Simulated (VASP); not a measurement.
Write the native input for VASP 6.6.1 that does the following.

| Quantity | Value |
| --- | --- |
| Task | single point |
| Functional | PBE |
| Potentials or basis | VASP PAW PBE potentials, release 64 (In_d, P) |
| Cutoff | 500 eV |
| k mesh | 4 × 4 × 4 |
| Occupations | methfessel-paxton, width 0.1 eV |
| Spin | no spin polarisation |
| Dipole correction | no |
| Further INCAR settings | ALGO = Normal; EDIFF = 1e-06; NBANDS = 16 |

The structure of InP lies in POSCAR:

```
InP
1.0
    0.0000000000      2.9519763857      2.9519763857
    2.9519763857      0.0000000000      2.9519763857
    2.9519763857      2.9519763857      0.0000000000
In P
1 1
Direct
    0.0000000000      0.0000000000      0.0000000000
    0.2500000000      0.2500000000      0.2500000000
```

These files were run (other wordings do the same):

INCAR

```
SYSTEM = InP
PREC = Accurate ; ENCUT = 500
EDIFF = 1E-6 ; ISMEAR = 1
SIGMA = 0.1 ; LREAL = .FALSE.
LASPH = .TRUE. ; NELM = 120
ALGO = Normal ; ISIF = 2
LWAVE = .FALSE. ; LCHARG = .FALSE.
GGA = PE ; NBANDS = 16
GGA_COMPAT = .FALSE.
```

KPOINTS

```
regular mesh
0
G
  4 4 4
  0 0 0
```

Potentials or basis: VASP PAW PBE potentials, release 64 (In_d, P).

Run with:

```sh
$ cat potpaw_PBE.64/In_d/POTCAR potpaw_PBE.64/P/POTCAR > POTCAR
$ mpirun -np 1 vasp_std > vasp.out
```

Results of the run:

* Pressure: 1.9 GPa
* Band gap on the k mesh: 0.58 eV, direct

Caveat: the k points lie up to 0.46 Å⁻¹ apart; spin-orbit coupling is left out, which moves the levels of the heavy elements.

Wall time 9.1 s on 1 thread of Intel Xeon 6975P-C (shared host), peak memory 0.16 GiB.
